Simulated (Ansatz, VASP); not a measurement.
# Al2Zn: VASP beside Ansatz

The input INCAR:

```
SYSTEM = Al2Zn
PREC     = Accurate       ! precision mode
ENCUT    = 520            ! plane-wave cutoff, eV
EDIFF    = 1E-6           ! SCF threshold, eV
ISMEAR   = 0              ! smearing method
SIGMA    = 0.15           ! smearing width, eV
LREAL    = .FALSE.        ! projectors in reciprocal space
LASPH    = .TRUE.         ! aspherical terms in the spheres
NELM     = 80             ! most SCF steps
ALGO     = Fast           ! electronic algorithm
ISIF     = 2              ! what is computed and relaxed
LWAVE    = .FALSE.        ! write WAVECAR
LCHARG   = .FALSE.        ! write CHGCAR
GGA      = CA             ! functional
NBANDS   = 16             ! bands
```

The input KPOINTS:

```
regular mesh
0
G
  18 18 8
  0 0 0
```

POSCAR

```
Al2Zn
1.0
    2.9431775325      0.0000000000      0.0000000000
   -1.4715887662      2.5488665110      0.0000000000
    0.0000000000      0.0000000000      6.0461696050
Al Zn
2 1
Direct
    0.3333333333      0.6666666667      0.3282219152
    0.6666666667      0.3333333333      0.6717780848
    0.0000000000      0.0000000000      0.0000000000
```

Input for Ansatz:

```yaml
crystal:
  lattice:
    - [2.9431775325, 0.0, 0.0]
    - [-1.4715887662, 2.548866511, 0.0]
    - [0.0, 0.0, 6.046169605]
  atoms:
    - { symbol: Al, position: [0.3333333333, 0.6666666667, 0.3282219152] }
    - { symbol: Al, position: [0.6666666667, 0.3333333333, 0.6717780848] }
    - { symbol: Zn, position: [0.0, 0.0, 0.0] }
basis:
  ecutwfc: 520.0
kpoints:
  mp_grid: { grid: [18, 18, 8] }
hamiltonian:
  xc: lda
  pseudopotentials: { kind: paw }
scf:
  occupations: { method: gaussian, width: 0.15 }
output:
  forces: true
  stress: true
  eigenvalues: true
  write_density: true
  write_potential: true
  elf: true
  volumetric_format: npy
```

Alike in both runs: task single point; functional LDA; k mesh 18 × 18 × 8; occupations gaussian, width 0.15 eV; no spin polarisation.

|  | VASP | Ansatz |
| --- | --- | --- |
| version | VASP 6.6.1 | Ansatz 0.2.0 |
| potentials or method | VASP PAW LDA potentials, release 64 (Al, Zn), cutoff 520 eV | scalar-relativistic, plane waves, PAW |
| valence electrons in the cell | 18 | 18 |

|  | VASP | Ansatz | Ansatz less VASP |
| --- | --- | --- | --- |
| gap on the k mesh at the Fermi level (eV) | none | none | - |
| pressure (GPa) | 2.4 | 2.2 | -0.17 |
| traceless stress, the component that is largest in VASP (GPa) | 3.41 | 3.31 | -0.101 |
| rms of the force components (eV/Å) | 0.070 | 0.075 | +0.0055 |

LDA's correlation is that of Perdew and Zunger in VASP and of Perdew and Wang (1992) in Ansatz. Atom by atom the forces differ by 0.006 eV/Å (rms over components). A gap of «none» marks a metal or a gap that the smearing closes.
